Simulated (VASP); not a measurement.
A run of VASP 6.6.1 is set up as follows.

INCAR

```
ALGO     = Fast           # electronic algorithm
EDIFF    = 1E-6           # SCF threshold, eV
ENCUT    = 520            # plane-wave cutoff, eV
GGA      = PE             # functional
ISIF     = 2              # what is computed and relaxed
ISMEAR   = 0              # smearing method
LASPH    = T              # aspherical terms in the spheres
LCHARG   = F              # write CHGCAR
LREAL    = F              # projectors in reciprocal space
LWAVE    = F              # write WAVECAR
NBANDS   = 21             # bands
NELM     = 80             # most SCF steps
PREC     = Accurate       # precision mode
SIGMA    = 0.1            # smearing width, eV
```

The input KPOINTS:

```
k-points
0
Gamma
  6 6 6
```

POSCAR

```
Pb
1.0
    2.2994309973      1.3275771053      3.7572348088
   -2.2994309973      1.3275771053      3.7572348088
    0.0000000000     -2.6551542105      3.7572348088
Pb
2
Direct
    0.2499920162      0.2499920162      0.2499920162
    0.7500079838      0.7500079838      0.7500079838
```

Potentials or basis: VASP PAW PBE potentials, release 64 (Pb_d).

Command:

```console
$ cat potpaw_PBE.64/Pb_d/POTCAR > POTCAR
$ mpirun -np 1 vasp_std > vasp.out
```

(1) Predict the pressure.

(2) Predict the band gap on the k mesh.

## Answers

(1) -0.1 GPa.

(2) zero (band 14 reaches 7.11 eV, above the bottom of band 15 at 3.97 eV).

Caveat: spin-orbit coupling is left out, which moves the levels of the heavy elements.
